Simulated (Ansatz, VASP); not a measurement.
# Ge in VASP and in Ansatz

The input INCAR:

```
SYSTEM = Ge
PREC = Accurate
ENCUT = 600
EDIFF = 1E-6
ISMEAR = -1
SIGMA = 0.05
LREAL = .FALSE.
LASPH = .TRUE.
NELM = 100
ALGO = Normal
ISIF = 3
LWAVE = .FALSE.
LCHARG = .FALSE.
GGA = B5
ALDAX = 1.0
AGGAX = 1.0
AGGAC = 1.0
ALDAC = 0.0
IBRION = 2
NSW = 60
EDIFFG = -0.01
```

Contents of KPOINTS:

```
regular mesh
0
G
  8 8 8
  0 0 0
```

POSCAR

```
Ge
1.0
    0.0000000000      2.8289100000      2.8289100000
    2.8289100000      0.0000000000      2.8289100000
    2.8289100000      2.8289100000      0.0000000000
Ge
2
Direct
    0.7500000000      0.7500000000      0.7500000000
    0.5000000000      0.5000000000      0.5000000000
```

The input input.yaml:

```yaml
crystal:
  lattice:
    - [0.0, 2.82891, 2.82891]
    - [2.82891, 0.0, 2.82891]
    - [2.82891, 2.82891, 0.0]
  atoms:
    - { symbol: Ge, position: [0.75, 0.75, 0.75] }
    - { symbol: Ge, position: [0.5, 0.5, 0.5] }
hamiltonian:
  xc: blyp
  pseudopotentials: { kind: paw }
kpoints:
  mp_grid: { grid: [8, 8, 8] }
scf:
  occupations: { method: fermi_dirac, width: 0.05 }
output:
  forces: true
  stress: true
relax:
  f_tol: 0.01
  max_steps: 40
  cell: { stress_tol: 0.05 }
```

Alike in both runs: task relaxation of cell and atoms; functional BLYP; k mesh 8 × 8 × 8; occupations fermi-dirac, width 0.05 eV; no spin polarisation.

|  | VASP | Ansatz |
| --- | --- | --- |
| version | VASP 6.6.1 | Ansatz 0.2.0 |
| potentials or method | VASP PAW PBE potentials, release 64 (Ge_d) | Ansatz PAW |
| plane-wave cutoff (eV) | 600 | 420 |
| valence electrons in the cell | 28 | 28 |

|  | VASP | Ansatz | Ansatz less VASP |
| --- | --- | --- | --- |
| relaxed volume (Å³/atom) | 25.46 | 25.45 | -0.010 |
| relaxed cell length with the largest relative difference (Å) | 4.160 | 4.160 | -0.0006 |

VASP's potentials were made for PBE, not for BLYP.

Noted on Ansatz's run: the plane-wave basis is chosen anew once the cell has moved, so the energies of steps on either side of that aren't comparable.
